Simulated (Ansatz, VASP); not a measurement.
# One calculation of FeBiO4, two programs

```
Fe Bi O
1.0
     0.00000    3.65447    3.65447
     3.65447    0.00000    3.65447
     3.65447    3.65447    0.00000
Fe Bi O
1 1 4
Direct
  0.00000 0.00000 0.00000
  0.50000 0.50000 0.50000
  0.38793 0.87069 0.87069
  0.87069 0.87069 0.87069
  0.87069 0.87069 0.38793
  0.87069 0.38793 0.87069
```

Change from the starting cell: species swapped into the TlClO4 type (F-43m, No. 216).

Alike in both runs: functional PBE; k mesh 10 × 10 × 10; occupations gaussian, width 0.1 eV; collinear spin.

Ansatz relaxed the structure, and its values are those at the end. VASP's run is a single point on that final structure, the one shown.

```csv
,VASP,Ansatz
version,VASP 6.6.1,Ansatz 0.2.0
potentials or method,"VASP PAW PBE potentials, release 64 (Fe, Bi_d, O), cutoff 520 eV","scalar-relativistic, plane waves, PAW"
valence electrons in the cell,47,55
```

|  | VASP | Ansatz | Ansatz less VASP |
| --- | --- | --- | --- |
| gap on the k mesh at the Fermi level (eV) | none | none | - |
| pressure (GPa) | 1.4 | 0.0 | -1.38 |
| rms of the force components (eV/Å) | 0.237 | 0.002 | -0.2352 |
| net moment per atom (μB) | 0.14 | 0.14 | +0.001 |
| size of the moment on the site where the two differ most (μB) | 0.63 | 0.59 | -0.037 |

Site moments also hang on the region over which each program counts them. A gap of «none» marks a metal or a gap that the smearing closes. One of these differences is far larger than is usual between the two programs; its cause wasn't traced. With one functional, cell and mesh, what is left measures potentials, basis and numerics. VASP's potentials hold 47 valence electrons a cell and Ansatz's 55, so a difference there can come from the potentials and not from the codes.

Spin-orbit coupling is off throughout.
